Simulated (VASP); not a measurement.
# La2O3 in VASP: further runs, part 2 of 2

VASP 6.6.1. Earlier steps stand in the parts before.

### 3 Single point, r2SCAN

This run uses another cell than the first one, of 22.45 Å³/atom.

POSCAR

```
La2O3
1.0
    6.2667802772      0.0000000000      0.0000000000
   -3.1333901386      5.4271909200      0.0000000000
    0.0000000000      0.0000000000      3.2997660000
La O
2 3
Direct
    0.6666666667      0.3333333333      0.5000000000
    0.3333333333      0.6666666667      0.5000000000
    0.5080139900      0.0000000000      0.0000000000
    0.0000000000      0.5080139900      0.0000000000
    0.4919860100      0.4919860100      0.0000000000
```

INCAR.step1

```
ALGO     = Normal         # electronic algorithm
EDIFF    = 1E-4           # SCF threshold, eV
ENCUT    = 520            # plane-wave cutoff, eV
GGA      = PE             # functional
ISMEAR   = -1             # smearing method
LASPH    = True           # aspherical terms in the spheres
LCHARG   = False          # write CHGCAR
LREAL    = False          # projectors in reciprocal space
LWAVE    = True           # write WAVECAR
NBANDS   = 28             # bands
NELM     = 80             # most SCF steps
PREC     = Accurate       # precision mode
SIGMA    = 0.05           # smearing width, eV
```

INCAR.step2

```
ALGO     = Normal         # electronic algorithm
EDIFF    = 1E-6           # SCF threshold, eV
ENCUT    = 520            # plane-wave cutoff, eV
ISIF     = 2              # what is computed and relaxed
ISMEAR   = -1             # smearing method
ISTART   = 1            
LASPH    = True           # aspherical terms in the spheres
LCHARG   = False          # write CHGCAR
LMIXTAU  = True         
LREAL    = False          # projectors in reciprocal space
LWAVE    = False          # write WAVECAR
METAGGA  = R2SCAN         # meta-GGA
NBANDS   = 28             # bands
NELM     = 80             # most SCF steps
PREC     = Accurate       # precision mode
SIGMA    = 0.05           # smearing width, eV
```

KPOINTS

```
k-points
0
Gamma
  5 5 8
```

Potentials or basis: VASP PAW PBE potentials, release 64 (La, O).

On the command line:

```console
cat potpaw_PBE.64/La/POTCAR potpaw_PBE.64/O/POTCAR > POTCAR
cp INCAR.step1 INCAR
mpirun -np 1 vasp_std > vasp.out
cp INCAR.step2 INCAR
mpirun -np 1 vasp_std > vasp.out
```

It took 8.8 min on 1 thread of Intel Xeon 8259CL, shared host; peak memory 0.31 GiB.

It converged, with:

```
Free energy            : -94.7179 eV
Pressure               : 1.1 GPa
Largest force          : 0.052 eV/Å
Band gap on the k mesh : 1.88 eV (least direct gap 2.41 eV)
```

Forces on the atoms (eV/Å):
```
La   0.000  0.000  0.000
La   0.000  0.000  0.000
O   -0.052  0.000  0.000
O    0.026 -0.045  0.000
O    0.026  0.045  0.000
```

Stress tensor (GPa, compression positive):
```
 2.00  0.00  0.00
 0.00  2.00  0.00
 0.00  0.00 -0.84
```

Levels at points of the mesh, in eV from the valence-band top:
```csv
k point,band 18,band 19,band 20,band 21,band 22,band 23
"(0.00, 0.00, 0.00)",-1.04,-0.75,-0.53,1.88,3.91,4.60
"(0.00, 0.00, 0.50)",-1.24,-0.37,0.00,4.75,4.84,4.84
```

Caveat: the PAW data sets were made with another functional, which shifts forces and pressure a little; spin-orbit coupling is left out, which moves the levels of the heavy elements.

### 4 Single point, r2SCAN

This run uses another cell than the first one, of 22.93 Å³/atom.

POSCAR

```
La2O3
1.0
    6.3548712377      0.0000000000      0.0000000000
   -3.1774356188      5.5034799296      0.0000000000
    0.0000000000      0.0000000000      3.2784347706
La O
2 3
Direct
    0.6666666667      0.3333333333      0.5000000000
    0.3333333333      0.6666666667      0.5000000000
    0.5002752655      0.0000000000      0.0000000000
    0.0000000000      0.5002752655      0.0000000000
    0.4997247345      0.4997247345      0.0000000000
```

INCAR.step1

```
SYSTEM = La2O3
PREC = Accurate
ENCUT = 520
ISMEAR = -1
SIGMA = 0.05
LREAL = .FALSE.
LASPH = .TRUE.
NELM = 60
NBANDS = 28
GGA = PE
ALGO = Normal
EDIFF = 1E-4
LWAVE = .TRUE.
LCHARG = .FALSE.
```

INCAR.step2

```
SYSTEM = La2O3
PREC = Accurate
ENCUT = 520
EDIFF = 1E-6
ISMEAR = -1
SIGMA = 0.05
LREAL = .FALSE.
LASPH = .TRUE.
NELM = 60
ALGO = Normal
ISIF = 2
LWAVE = .FALSE.
LCHARG = .FALSE.
METAGGA = R2SCAN
LMIXTAU = .TRUE.
NBANDS = 28
ISTART = 1
```

KPOINTS

```
regular mesh
0
G
  5 5 8
  0 0 0
```

On the command line:

```console
cat potpaw_PBE.64/La/POTCAR potpaw_PBE.64/O/POTCAR > POTCAR
cp INCAR.step1 INCAR
mpirun -np 1 vasp_std > vasp.out
cp INCAR.step2 INCAR
mpirun -np 1 vasp_std > vasp.out
```

It took 10 min on 1 thread of Intel Xeon 8259CL, shared host; peak memory 0.29 GiB.

The run converged. Its results:

```yaml
Free_energy: -94.7434 eV
Pressure: -0.3 GPa
Band_gap_on_the_k_mesh: 1.95 eV (least direct gap 2.43 eV)
```

Forces in eV/Å, atoms in the order of the input:
```
La   0.000  0.000  0.000
La   0.000  0.000  0.000
O   -0.002  0.000  0.000
O    0.001 -0.002  0.000
O    0.001  0.002  0.000
```

Stress tensor (GPa, compression positive):
```
-0.29  0.00  0.00
 0.00 -0.29  0.00
 0.00  0.00 -0.39
```

Levels at points of the mesh, in eV from the valence-band top:
```tsv
k point	band 17	band 18	band 19	band 20	band 21	band 22	band 23	band 24
(0.00, 0.00, 0.00)	-1.00	-1.00	-0.72	-0.48	1.95	3.91	4.59	4.59
(0.00, 0.00, 0.50)	-1.19	-1.19	-0.33	0.00	4.83	4.91	4.91	4.91
```

Caveat: the PAW data sets were made with another functional, which shifts forces and pressure a little; spin-orbit coupling is left out, which moves the levels of the heavy elements. A k mesh can miss the band edges.

### 5 Relaxation of cell and atoms, LDA

This run uses another cell than the first one, of 22.45 Å³/atom.

INCAR

```
PREC = Accurate ; ENCUT = 600
EDIFF = 1E-6 ; ISMEAR = -1
SIGMA = 0.05 ; LREAL = F
LASPH = T ; NELM = 100
ALGO = Normal ; ISIF = 3
LWAVE = F ; LCHARG = F
GGA = CA ; IBRION = 2
NSW = 60 ; EDIFFG = -0.01
```

KPOINTS

```
Automatic mesh
0
Gamma
  5 5 8
```

POSCAR

```
La2O3
1.0
    6.2667802772      0.0000000000      0.0000000000
   -3.1333901386      5.4271909200      0.0000000000
    0.0000000000      0.0000000000      3.2997660000
La O
2 3
Direct
    0.6666666667      0.3333333333      0.5000000000
    0.3333333333      0.6666666667      0.5000000000
    0.5080139900      0.0000000000      0.0000000000
    0.0000000000      0.5080139900      0.0000000000
    0.4919860100      0.4919860100      0.0000000000
```

Potentials or basis: VASP PAW LDA potentials, release 64 (La, O).

On the command line:

```console
cat potpaw_LDA.64/La/POTCAR potpaw_LDA.64/O/POTCAR > POTCAR
mpirun -np 1 vasp_std > vasp.out
```

Wall time 21 min (1 thread of Intel Xeon 8259CL, shared host); peak memory 0.28 GiB.

Results (log left out):

* Free energy: -44.4565 eV
* Relaxed volume: 21.86 Å³/atom
* Relaxed cell: a = 6.250 Å, b = 6.250 Å, c = 3.230 Å, α = 90.00°, β = 90.00°, γ = 120.00°
* Space group after relaxing (to 0.1 Å): P6/mmm (No. 191)
* Energy gained by relaxing: 11.3 meV/atom
* Ionic steps: 14
* Pressure after relaxing: 0.0 GPa
* Largest force after relaxing: 0.008 eV/Å
* Band gap on the k mesh: 1.19 eV (least direct gap 1.82 eV)

Forces in eV/Å, atoms in the order of the input:
```
La   0.000  0.000  0.000
La   0.000  0.000  0.000
O   -0.008  0.000  0.000
O    0.004 -0.007  0.000
O    0.004  0.007  0.000
```

Stress tensor (GPa, compression positive):
```
-0.02  0.00  0.00
 0.00 -0.02  0.00
 0.00  0.00  0.06
```

The path:
| step | energy change (eV) | largest force (eV/Å) | pressure (GPa) | volume (Å³) |
| --- | --- | --- | --- | --- |
| 1 | 0.0000 | 0.0728 | -3.37 | 112.23 |
| 2 | 0.0377 | 0.0337 | 5.51 | 104.69 |
| 3 | -0.0518 | 0.0566 | 0.14 | 108.92 |
| 4 | -0.0518 | 0.0563 | 0.20 | 108.85 |
| 5 | -0.0529 | 0.0550 | 0.05 | 109.15 |
| 6 | -0.0530 | 0.0542 | -0.05 | 109.33 |
| 7 | -0.0536 | 0.0496 | -0.07 | 109.35 |
| 8 | -0.0550 | 0.0371 | -0.12 | 109.41 |
| 9 | -0.0564 | 0.0113 | -0.25 | 109.52 |
| 10 | -0.0563 | 0.0047 | 0.34 | 108.95 |
| 11 | -0.0567 | 0.0075 | 0.03 | 109.26 |
| 12 | -0.0567 | 0.0083 | 0.04 | 109.27 |
| 13 | -0.0566 | 0.0095 | -0.10 | 109.40 |
| 14 | -0.0567 | 0.0081 | 0.00 | 109.28 |

Final structure:
```
CELL_PARAMETERS angstrom
6.25041 0.00000 0.00000
-3.12521 5.41301 0.00000
0.00000 0.00000 3.22986
ATOMIC_POSITIONS crystal
La 0.66667 0.33333 0.50000
La 0.33333 0.66667 0.50000
O 0.50104 0.00000 0.00000
O 0.00000 0.50104 0.00000
O 0.49896 0.49896 0.00000
```

Levels at points of the mesh, in eV from the valence-band top:
| k point | band 17 | band 18 | band 19 | band 20 | band 21 | band 22 | band 23 | band 24 |
| --- | --- | --- | --- | --- | --- | --- | --- | --- |
| (0.00, 0.00, 0.00) | -1.19 | -1.19 | -0.99 | -0.62 | 1.19 | 3.19 | 3.80 | 3.80 |
| (0.00, 0.00, 0.50) | -1.48 | -1.48 | -0.56 | 0.00 | 4.13 | 4.16 | 4.24 | 4.26 |

Caveat: spin-orbit coupling is left out, which moves the levels of the heavy elements. A k mesh can miss the band edges.

### 6 The runs side by side

```tsv
task	level	potentials or basis	cell	cutoff (eV)	gap on the mesh (eV)	pressure (GPa)	largest force (eV/Å)
single point	PBE	VASP PAW PBE potentials, release 64 (La, O)	a = 6.372, b = 6.372, c = 3.287 Å, angles 90.0, 90.0, 120.0°, 5 atoms, atomic positions A	520	1.64	-0.2	-
single point	r2SCAN	VASP PAW PBE potentials, release 64 (La, O)	a = 6.267, b = 6.267, c = 3.300 Å, angles 90.0, 90.0, 120.0°, 5 atoms, atomic positions B	520	1.88	1.1	0.05
single point	r2SCAN	VASP PAW PBE potentials, release 64 (La, O)	a = 6.355, b = 6.355, c = 3.278 Å, angles 90.0, 90.0, 120.0°, 5 atoms, atomic positions C	520	1.95	-0.3	-
relaxation of cell and atoms	LDA	VASP PAW LDA potentials, release 64 (La, O)	relaxed from a = 6.267, b = 6.267, c = 3.300 Å, angles 90.0, 90.0, 120.0°, 5 atoms, atomic positions B	600	1.19	0.0	0.01
```

Alike in all rows: no spin polarisation; k mesh 5 × 5 × 8; smearing fermi-dirac 0.05 eV.

Caveats: spin-orbit coupling is left out, which moves the levels of the heavy elements; the PAW data sets were made with another functional, which shifts forces and pressure a little (at least some runs).

Total energies depend on the potentials used, so only differences within one code and one set of settings carry meaning.
